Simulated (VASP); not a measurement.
Ti, 2 atoms in the cell. It takes space group P6_3/mmc (No. 194, hexagonal). Conventional cell: a = 2.938 Å, b = 2.938 Å, c = 4.651 Å, α = 90.00°, β = 90.00°, γ = 120.00°. Within 3.8 Å of Ti (site symmetry -6m2) lie 12 Ti at 2.88 to 2.94 Å. 

```yaml
Program: VASP 6.6.1
Task: single point
Functional: PBE
Potentials_or_basis: VASP PAW PBE potentials, release 64 (Ti_sv)
Cutoff: 520 eV
k_mesh: 12 × 12 × 8
Occupations: gaussian, width 0.1 eV
Spin: no spin polarisation
Dipole_correction: no
Further_INCAR_settings: ALGO = Normal; EDIFF = 1e-06; NBANDS = 19
```

Potentials or basis: VASP PAW PBE potentials, release 64 (Ti_sv).

Run with:

```console
$ cat potpaw_PBE.64/Ti_sv/POTCAR > POTCAR
$ mpirun -np 1 vasp_std > vasp.out
```

Hardware: 1 thread of Intel(R) Xeon(R) 6975P-C (Granite Rapids), with other jobs on the host.

Question: Estimate the wall time of this run.

Answer: Run time: 25 s on 1 thread of Intel(R) Xeon(R) 6975P-C (Granite Rapids), on a shared host, peak memory 0.18 GiB. Counts: scf iterations 13, k points 95.
